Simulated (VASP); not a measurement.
Input of a VASP 6.6.1 run:

File INCAR:

```
SYSTEM = ZnS
ALGO = Normal
EDIFF = 1E-6
ENCUT = 520
GGA = PE
ISIF = 2
ISMEAR = -1
LASPH = .True.
LCHARG = .False.
LREAL = .False.
LWAVE = .False.
NBANDS = 26
NELM = 100
PREC = Accurate
SIGMA = 0.02
```

The input KPOINTS:

```
k-points
0
Gamma
  10 10 6
  0 0 0
```

The input POSCAR:

```
ZnS
1.0
    3.8057964671      0.0000000000      0.0000000000
   -1.9028982335      3.2959164221      0.0000000000
    0.0000000000      0.0000000000      6.2379816300
Zn S
2 2
Direct
    0.3333333300      0.6666666700      0.0001396800
    0.6666666700      0.3333333300      0.5001396800
    0.3333333300      0.6666666700      0.3732572374
    0.6666666700      0.3333333300      0.8748603200
```

Potentials or basis: VASP PAW PBE potentials, release 64 (Zn, S).

Launch:

```sh
$ cat potpaw_PBE.64/Zn/POTCAR potpaw_PBE.64/S/POTCAR > POTCAR
$ mpirun -np 1 vasp_std > vasp.out
```

Problem. Estimate the pressure.

Solution. 2.5 GPa.

Problem. Estimate the band gap on the k mesh.

Solution. 2.22 eV.

Stress tensor (GPa, compression positive):
```
2.41 0.00 0.00
0.00 2.41 0.00
0.00 0.00 2.70
```
